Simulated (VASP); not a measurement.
# Sc (P6_3/mmc) in VASP: further runs

Runs on Sc. Level: PBE. Tasks: single point.

All numbers are computed with VASP 6.6.1; they aren't measurements. Logs are shortened: lines on timing, memory, paths and dates and some standing lists are left out, and cuts for length are marked.

## (1) The cell of the first run

It takes space group P6_3/mmc (No. 194, hexagonal). Conventional cell: a = 3.291 Å, b = 3.291 Å, c = 5.333 Å, α = 90.00°, β = 90.00°, γ = 120.00°. Sc (site symmetry -6m2) has 12 Sc at 3.27 to 3.29 Å within 4.3 Å.

## (2) Single point, PBE

File INCAR:

```
PREC = Accurate ; ENCUT = 520
EDIFF = 1E-6 ; ISMEAR = 0
SIGMA = 0.1 ; LREAL = False
LASPH = True ; NELM = 100
ALGO = Normal ; ISIF = 2
LWAVE = False ; LCHARG = False
GGA = PE ; NBANDS = 18
```

File KPOINTS:

```
Automatic mesh
0
Gamma
  6 6 4
```

File POSCAR:

```
Sc
1.0
    3.2912249500      0.0000000000      0.0000000000
   -1.6456124800      2.8502844200      0.0000000000
    0.0000000000      0.0000000000      5.3325723900
Sc
2
Direct
    0.3333333300      0.6666666700      0.2500000000
    0.6666666700      0.3333333300      0.7500000000
```

Potentials or basis: VASP PAW PBE potentials, release 64 (Sc_sv).

Run with:

```bash
$ cat potpaw_PBE.64/Sc_sv/POTCAR > POTCAR
$ mpirun -np 1 vasp_std > vasp.out
```

OUTCAR:

```text
PREC = Accurate
   ENCUT = 520
   EDIFF = 1E-6
   ISMEAR = 0
   LREAL = False
   LASPH = True
   NELM = 100
   ISIF = 2
   GGA = PE

 ion  position               nearest neighbor table
   1  0.333  0.667  0.250-   2 3.27   2 3.27   2 3.27   2 3.27   2 3.27   2 3.27
   2  0.667  0.333  0.750-   1 3.27   1 3.27   1 3.27   1 3.27   1 3.27   1 3.27

  LATTYP: Found a hexagonal cell.
 ALAT       =     3.2912249500
 C/A-ratio  =     1.6202394157

  Lattice vectors:

 A1 = (   3.2912249500,   0.0000000000,   0.0000000000)
 A2 = (  -1.6456124800,   2.8502844200,   0.0000000000)
 A3 = (   0.0000000000,   0.0000000000,   5.3325723900)

Analysis of symmetry for initial positions (statically):
=====================================================================
 Subroutine PRICEL returns:
 Original cell was already a primitive cell.

 Routine SETGRP: Setting up the symmetry group for a
 hexagonal supercell.

 Subroutine GETGRP returns: Found 24 space group operations
 (whereof 12 operations were pure point group operations)
 out of a pool of 24 trial point group operations.

The static configuration has the point symmetry D_3d.
 The point group associated with its full space group is D_6h.

Analysis of symmetry for dynamics (positions and initial velocities):
=====================================================================
 Subroutine PRICEL returns:
 Original cell was already a primitive cell.

 Routine SETGRP: Setting up the symmetry group for a
 hexagonal supercell.

 Subroutine GETGRP returns: Found 24 space group operations
 (whereof 12 operations were pure point group operations)
 out of a pool of 24 trial point group operations.

The dynamic configuration has the point symmetry D_3d.
 The point group associated with its full space group is D_6h.

 Subroutine INISYM returns: Found 24 space group operations
 (whereof 12 operations are pure point group operations),
 and found     1 'primitive' translations

----------------------------------------------------------------------------------------

                                     Primitive cell

  volume of cell :      50.0245

  direct lattice vectors                    reciprocal lattice vectors
     3.291224950  0.000000000  0.000000000     0.303838241  0.175421091  0.000000000
    -1.645612480  2.850284420  0.000000000     0.000000000  0.350842180  0.000000000
     0.000000000  0.000000000  5.332572390     0.000000000  0.000000000  0.187526756

  length of vectors
     3.291224950  3.291224956  5.332572390     0.350842181  0.350842180  0.187526756

  position of ions in fractional coordinates (direct lattice)
     0.333333330  0.666666670  0.250000000
     0.666666670  0.333333330  0.750000000

  ion indices of the primitive-cell ions
   primitive index   ion index
                 1           1
                 2           2

----------------------------------------------------------------------------------------

 KPOINTS: Automatic mesh

Automatic generation of k-mesh.
 Grid dimensions read from file:
 generate k-points for:    6    6    4

 Generating k-lattice:

  Cartesian coordinates                     Fractional coordinates (reciprocal lattice)
     0.050639707  0.029236848  0.000000000     0.166666667  0.000000000  0.000000000
     0.000000000  0.058473697  0.000000000     0.000000000  0.166666667  0.000000000
     0.000000000  0.000000000  0.046881689     0.000000000  0.000000000  0.250000000

  Length of vectors
     0.058473697  0.058473697  0.046881689

  Shift w.r.t. Gamma in fractional coordinates (k-lattice)
     0.000000000  0.000000000  0.000000000

 Subroutine IBZKPT returns following result:
 ===========================================

 Found     21 irreducible k-points:

 Following reciprocal coordinates:
            Coordinates               Weight
  0.000000  0.000000  0.000000      1.000000
  0.166667  0.000000  0.000000      6.000000
  0.333333  0.000000  0.000000      6.000000
  0.500000  0.000000  0.000000      3.000000
  0.166667  0.166667  0.000000      6.000000
  0.333333  0.166667  0.000000     12.000000
[... 13 lines left out ...]
  0.333333  0.166667  0.500000     12.000000
  0.333333  0.333333  0.500000      2.000000
   k-points           NKPTS =     21   k-points in BZ     NKDIM =     21   number of bands    NBANDS=     18
   number of dos      NEDOS =    301   number of ions     NIONS =      2
   total plane-waves  NPLWV =  23040
   dimension x,y,z NGX =    24 NGY =   24 NGZ =   40
   dimension x,y,z NGXF=    48 NGYF=   48 NGZF=   80
   ions per type =               2
   NGX,Y,Z   is equivalent  to a cutoff of  12.12, 12.12, 12.47 a.u.
   NGXF,Y,Z  is equivalent  to a cutoff of  24.25, 24.25, 24.94 a.u.
 SYSTEM =  unknown system
   PREC   = accura    normal or accurate (medium, high low for compatibility)
   ISTART =      0    job   : 0-new  1-cont  2-samecut
   ICHARG =      2    charge: 1-file 2-atom 10-const
   ISPIN  =      1    spin polarized calculation?
   LNONCOLLINEAR =      F non collinear calculations
   LSORBIT =      F    spin-orbit coupling
   LASPH  =      T    aspherical Exc in radial PAW
   ENCUT  =  520.0 eV  38.22 Ry    6.18 a.u.   6.12  6.12  9.92*2*pi/ulx,y,z
   NELM   =    100;   NELMIN=  2; NELMDL= -5     # of ELM steps
   EDIFF  = 0.1E-05   stopping-criterion for ELM
   LREAL  =      F    real-space projection
   EDIFFG = 0.1E-04   stopping-criterion for IOM
   NSW    =      0    number of steps for IOM
   IBRION =     -1    ionic relax: 0-MD 1-quasi-New 2-CG
   NFREE  =      0    steps in history (QN), initial steepest desc. (CG)
   ISIF   =      2    stress and relaxation
   ISYM   =      2    0-nonsym 1-usesym 2-fastsym
   POTIM  = 0.5000    time-step for ionic-motion
   TEBEG  =    0.0;   TEEND  =   0.0 temperature during run
   PSTRESS=    0.0 pullay stress
   NELECT =      22.0000    total number of electrons
   NUPDOWN=      -1.0000    fix difference up-down
   EMIN   =  10.00;   EMAX   =-10.00  energy-range for DOS
   EFERMI =   0.00;   METHOD = LEGACY
   ISMEAR =     0;   SIGMA  =   0.10  broadening in eV -4-tet -1-fermi 0-gaus
   EFERMI_NEDOS =   21; number of points for ismear=-14 and -15
   IALGO  =     38    algorithm
   IMIX   =      4    mixing-type and parameters
     AMIX     =   0.40;   BMIX     =  1.00
     AMIX_MAG =   1.60;   BMIX_MAG =  1.00
  volume/ion in A,a.u.               =      25.01       168.79
  Fermi-wavevector in a.u.,A,eV,Ry     =   1.244959  2.352630 21.087965  1.549922
  Thomas-Fermi vector in A             =   2.379202
   LORBIT       =      0    0 simple, 1 ext, 2 COOP (PROOUT), +10 PAW based schemes
   GGA     = PE    functional components
   LHFCALC =     F    Hartree Fock is set to
   AEXX    =    0.0000 exact exchange contribution
   IVDW    =     0    specifies the selected vdW correction
   LEPSILON=     F    determine dielectric tensor
   LRPA    =     F    only Hartree local field effects (RPA)
 non-spin polarized calculation
 Gauss-broadening in eV      SIGMA  =   0.10
  energy-cutoff  :      520.00
  volume of cell :       50.02
 maximum number of plane-waves:      1364
   NGX = 13   NGY = 13   NGZ = 19

 number of electron      22.0000012 magnetization

 Free energy of the ion-electron system (eV)
  ---------------------------------------------------
  ext. energy  EPLUGINS =         0.00000000
  ---------------------------------------------------
  free energy    TOTEN  =       -12.50395509 eV

  energy without entropy =      -12.48588754  energy(sigma->0) =      -12.49492132

 E-fermi :   3.6046     XC(G=0):  -9.8201

 val. band max:        3.5617031016   @ k =   0.3333   0.1667   0.2500
 cond. band min:       3.6235010944   @ k =   0.5000   0.0000   0.5000
 fundamental gap:      0.0617979927
 Fermi energy:         3.6046081222

 k-point     1 :       0.0000    0.0000    0.0000
  band No.  band energies     occupation
      1     -45.8647      2.00000
      2     -45.8077      2.00000
      3     -24.6510      2.00000
      4     -24.3454      2.00000
      5     -24.3454      2.00000
      6     -24.2940      2.00000
[... 10 lines left out ...]
     17       6.0232      0.00000
     18       6.0232      0.00000

 k-point     2 :       0.1667    0.0000    0.0000
  band No.  band energies     occupation
      1     -45.8525      2.00000
      2     -45.8023      2.00000
      3     -24.6185      2.00000
      4     -24.4150      2.00000
      5     -24.3672      2.00000
      6     -24.3651      2.00000
[... 10 lines left out ...]
     17       5.7191      0.00000
     18       5.9686      0.00000

 k-point     3 :       0.3333    0.0000    0.0000
  band No.  band energies     occupation
      1     -45.8260      2.00000
      2     -45.7933      2.00000
      3     -24.5559      2.00000
      4     -24.5402      2.00000
      5     -24.5003      2.00000
      6     -24.4083      2.00000
[... 10 lines left out ...]
     17       6.6985      0.00000
     18       6.8799      0.00000

 k-point     4 :       0.5000    0.0000    0.0000
  band No.  band energies     occupation
      1     -45.8100      2.00000
      2     -45.7915      2.00000
      3     -24.6268      2.00000
      4     -24.5652      2.00000
      5     -24.4830      2.00000
      6     -24.4281      2.00000
[... 10 lines left out ...]
     17       7.4918      0.00000
     18       7.5284      0.00000

 k-point     5 :       0.1667    0.1667    0.0000
  band No.  band energies     occupation
      1     -45.8330      2.00000
      2     -45.7952      2.00000
      3     -24.5625      2.00000
      4     -24.4910      2.00000
      5     -24.4840      2.00000
      6     -24.3918      2.00000
[... 10 lines left out ...]
     17       6.4582      0.00000
     18       6.8030      0.00000

 k-point     6 :       0.3333    0.1667    0.0000
  band No.  band energies     occupation
      1     -45.8102      2.00000
      2     -45.7914      2.00000
      3     -24.5894      2.00000
      4     -24.5389      2.00000
      5     -24.4840      2.00000
      6     -24.4539      2.00000
[... 10 lines left out ...]
     17       7.2915      0.00000
     18       7.3303      0.00000

 k-point     7 :       0.3333    0.3333    0.0000
  band No.  band energies     occupation
      1     -45.7963      2.00000
      2     -45.7963      2.00000
      3     -24.5686      2.00000
      4     -24.5139      2.00000
      5     -24.5139      2.00000
      6     -24.4534      2.00000
[... 10 lines left out ...]
     17       7.0523      0.00000
     18       7.2093      0.00000

 k-point     8 :       0.0000    0.0000    0.2500
  band No.  band energies     occupation
      1     -45.8564      2.00000
      2     -45.8161      2.00000
      3     -24.5969      2.00000
      4     -24.3379      2.00000
      5     -24.3379      2.00000
      6     -24.3286      2.00000
[... 10 lines left out ...]
     17       6.3551      0.00000
     18       6.3551      0.00000
[... 166 lines left out ...]
     17       6.8375      0.00000
     18       6.8847      0.00000

 k-point    17 :       0.3333    0.0000    0.5000
  band No.  band energies     occupation
      1     -45.8097      2.00000
      2     -45.8097      2.00000
      3     -24.5834      2.00000
      4     -24.5834      2.00000
      5     -24.3765      2.00000
      6     -24.3765      2.00000
[... 10 lines left out ...]
     17       7.0780      0.00000
     18       7.1651      0.00000

 k-point    18 :       0.5000    0.0000    0.5000
  band No.  band energies     occupation
      1     -45.8008      2.00000
      2     -45.8008      2.00000
      3     -24.6443      2.00000
      4     -24.6443      2.00000
      5     -24.3849      2.00000
      6     -24.3849      2.00000
[... 10 lines left out ...]
     17       7.4624      0.00000
     18       7.4956      0.00000

 k-point    19 :       0.1667    0.1667    0.5000
  band No.  band energies     occupation
      1     -45.8141      2.00000
      2     -45.8141      2.00000
      3     -24.5437      2.00000
      4     -24.5437      2.00000
      5     -24.3937      2.00000
      6     -24.3937      2.00000
[... 10 lines left out ...]
     17       6.9648      0.00000
     18       6.9649      0.00000

 k-point    20 :       0.3333    0.1667    0.5000
  band No.  band energies     occupation
      1     -45.8008      2.00000
      2     -45.8008      2.00000
      3     -24.6109      2.00000
      4     -24.6109      2.00000
      5     -24.4395      2.00000
      6     -24.4395      2.00000
[... 10 lines left out ...]
     17       7.3053      0.00000
     18       7.3053      0.00000

 k-point    21 :       0.3333    0.3333    0.5000
  band No.  band energies     occupation
      1     -45.7963      2.00000
      2     -45.7963      2.00000
      3     -24.5843      2.00000
      4     -24.5843      2.00000
      5     -24.5113      2.00000
      6     -24.5113      2.00000
[... 10 lines left out ...]
     17       7.1992      0.00000
     18       7.1992      0.00000

------------------------ aborting loop because EDIFF is reached ----------------------------------------

  FORCE on cell =-STRESS in cart. coord.  units (eV):
  Direction    XX          YY          ZZ          XY          YZ          ZX
  --------------------------------------------------------------------------------------
  -------------------------------------------------------------------------------------
  Total        0.0855379      0.0855379     -0.8537129     -0.0000000     -0.0000000      0.0000000
  in kB        2.7395952      2.7395952    -27.3426051     -0.0000000     -0.0000000      0.0000000
  external PRESSURE =      -7.2878049 kB  Pullay stress =       0.0000000 kB

 VOLUME and BASIS-vectors are now :
 -----------------------------------------------------------------------------
  energy-cutoff  :      520.00
  volume of cell :       50.02
      direct lattice vectors                 reciprocal lattice vectors
     3.291224950  0.000000000  0.000000000     0.303838241  0.175421091  0.000000000
    -1.645612480  2.850284420  0.000000000     0.000000000  0.350842180  0.000000000
     0.000000000  0.000000000  5.332572390     0.000000000  0.000000000  0.187526756

 POSITION                                       TOTAL-FORCE (eV/Angst)
 -----------------------------------------------------------------------------------
     -0.00000      1.90019      1.33314         0.000000     -0.000000      0.000000
      1.64561      0.95009      3.99943        -0.000000      0.000000      0.000000
 -----------------------------------------------------------------------------------
    total drift:                               -0.000006      0.000003     -0.000000

  FREE ENERGIE OF THE ION-ELECTRON SYSTEM (eV)
  ---------------------------------------------------
  free  energy   TOTEN  =       -12.5039550931 eV

  energy  without entropy=      -12.4858875374  energy(sigma->0) =      -12.49492132
```

It took 12 s on 1 thread of Intel Xeon Platinum 8259CL at 2.50GHz (Skylake/Cascade Lake), shared host; peak memory 0.16 GiB.

What came out:

| Property | Result |
| --- | --- |
| Free energy | -12.5040 eV |
| Pressure | -0.7 GPa |
| Band gap on the k mesh | zero (band 11 reaches 4.43 eV, above the bottom of band 12 at 3.17 eV) |

Stress tensor (GPa, compression positive):
```
 0.27  0.00  0.00
 0.00  0.27  0.00
 0.00  0.00 -2.73
```

Caveat: the k points lie up to 0.37 Å⁻¹ apart.

## (3) Single point, PBE

This run uses another cell than the first one, of 24.63 Å³/atom, 0.985 times its volume.

File INCAR:

```
  ALGO = Normal
  EDIFF = 1E-6
  ENCUT = 520
  GGA = PE
  ISIF = 2
  ISMEAR = 0
  LASPH = T
  LCHARG = F
  LREAL = F
  LWAVE = F
  NBANDS = 18
  NELM = 80
  PREC = Accurate
  SIGMA = 0.1
```

File KPOINTS:

```
k-points
0
Gamma
  12 12 8
```

File POSCAR:

```
Sc
1.0
    3.3182443487      0.0000000029      0.0000000000
   -1.6591221769      2.8736839005      0.0000000000
    0.0000000000      0.0000000000      5.1654724143
Sc
2
Direct
    0.3333333333      0.6666666667      0.2500000000
    0.6666666667      0.3333333333      0.7500000000
```

Potentials or basis: VASP PAW PBE potentials, release 64 (Sc_sv).

Run with:

```bash
$ cat potpaw_PBE.64/Sc_sv/POTCAR > POTCAR
$ mpirun -np 1 vasp_std > vasp.out
```

It took 63 s on 1 thread of Intel Xeon Platinum 8259CL at 2.50GHz (Skylake/Cascade Lake), shared host; peak memory 0.22 GiB.

It converged, with:

| Property | Result |
| --- | --- |
| Free energy | -12.5088 eV |
| Pressure | 0.0 GPa |
| Band gap on the k mesh | zero (band 11 reaches 4.66 eV, above the bottom of band 12 at 3.19 eV) |

Levels at points of the mesh, in eV from the Fermi level:
```
           k point  band 7  band 8  band 9  band 10  band 11  band 12  band 13  band 14  band 15  band 16
(0.00, 0.00, 0.00)  -27.84  -27.81   -5.13    -1.63     0.62     1.59     1.59     1.86     2.04     2.04
(0.50, 0.00, 0.00)  -27.92  -27.88   -1.62    -1.06    -0.67    -0.34     1.30     1.34     1.87     3.73
(0.00, 0.00, 0.50)  -27.87  -27.87   -3.58    -3.58     0.98     0.98     1.51     1.51     1.51     1.51
(0.50, 0.00, 0.50)  -27.91  -27.91   -1.47    -1.47     0.07     0.07     1.28     1.28     2.37     2.37
```

[end of part 1 of 2]
